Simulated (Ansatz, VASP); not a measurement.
# One calculation of Ga2Sb2CO, two programs

The input INCAR:

```
SYSTEM = Ga2Sb2CO
PREC = Accurate
ENCUT = 520
EDIFF = 1E-6
ISMEAR = 0
SIGMA = 0.1
LREAL = .False.
LASPH = .True.
NELM = 80
ALGO = Normal
ISIF = 2
LWAVE = .False.
LCHARG = .False.
LDIPOL = .True.
IDIPOL = 3
DIPOL = 0.5 0.5 0.352
GGA = PE
IVDW = 12
NBANDS = 32
```

KPOINTS

```
Automatic mesh
0
Gamma
  6 6 1
  0 0 0
```

The input POSCAR:

```
Ga2Sb2CO
1.0
    4.3343814647      0.0000000000      0.0000000000
   -2.1671907324      3.7536844581      0.0000000000
    0.0000000000      0.0000000000     23.6197422994
Sb Ga O C
2 2 1 1
Direct
    0.0000000000      0.0000000000      0.1693498578
    0.3333333333      0.6666666667      0.3259656336
    0.3333333333      0.6666666667      0.2068080104
    0.6666666667      0.3333333333      0.3585874135
    0.8888888889      0.7777777778      0.5025347927
    0.8888888889      0.7777777778      0.5512228768
```

Input for Ansatz:

```yaml
crystal:
  lattice:
    - [4.3343814647, 0.0, 0.0]
    - [-2.1671907324, 3.7536844581, 0.0]
    - [0.0, 0.0, 23.6197422994]
  atoms:
    - { symbol: Sb, position: [0.0, 0.0, 0.1693498578] }
    - { symbol: Ga, position: [0.3333333333, 0.6666666667, 0.2068080104] }
    - { symbol: Sb, position: [0.3333333333, 0.6666666667, 0.3259656336] }
    - { symbol: Ga, position: [0.6666666667, 0.3333333333, 0.3585874135] }
    - { symbol: O, position: [0.8888888889, 0.7777777778, 0.5025347927] }
    - { symbol: C, position: [0.8888888889, 0.7777777778, 0.5512228768] }
basis:
  ecutwfc: 420
kpoints:
  mp_grid: { grid: [6, 6, 1] }
hamiltonian:
  xc: pbe
  pseudopotentials: { kind: paw, azcp: { folder: soft_1 } }
  dispersion: d3bj
scf:
  occupations: { method: gaussian, width: 0.1 }
output:
  forces: true
  eigenvalues: true
efield:
  axis: 3
  dipole_correction: true
  ramp_width: 0.04
```

Alike in both runs: task single point; functional PBE; dispersion D3(BJ); k mesh 6 × 6 × 1; occupations gaussian, width 0.1 eV; no spin polarisation.

```csv
,VASP,Ansatz
version,VASP 6.6.1,Ansatz 0.2.0
potentials or method,"VASP PAW PBE potentials, release 64 (Sb, Ga_d, O, C), cutoff 520 eV","scalar-relativistic, plane waves, PAW"
valence electrons in the cell,46,66
```

```tsv
	VASP	Ansatz	Ansatz less VASP
gap on the k mesh at the Fermi level (eV)	0.04	0.04	-0.004
least direct gap on the mesh (eV)	0.14	0.15	+0.005
rms of the force components (eV/Å)	0.234	0.502	+0.2682
```

One of these differences is far larger than is usual between the two programs; its cause wasn't traced. VASP's potentials hold 46 valence electrons a cell and Ansatz's 66, so a difference there can come from the potentials and not from the codes.

Spin-orbit coupling is off throughout. Noted on VASP's run: the standard files for N, O and F lose accuracy on very short bonds.
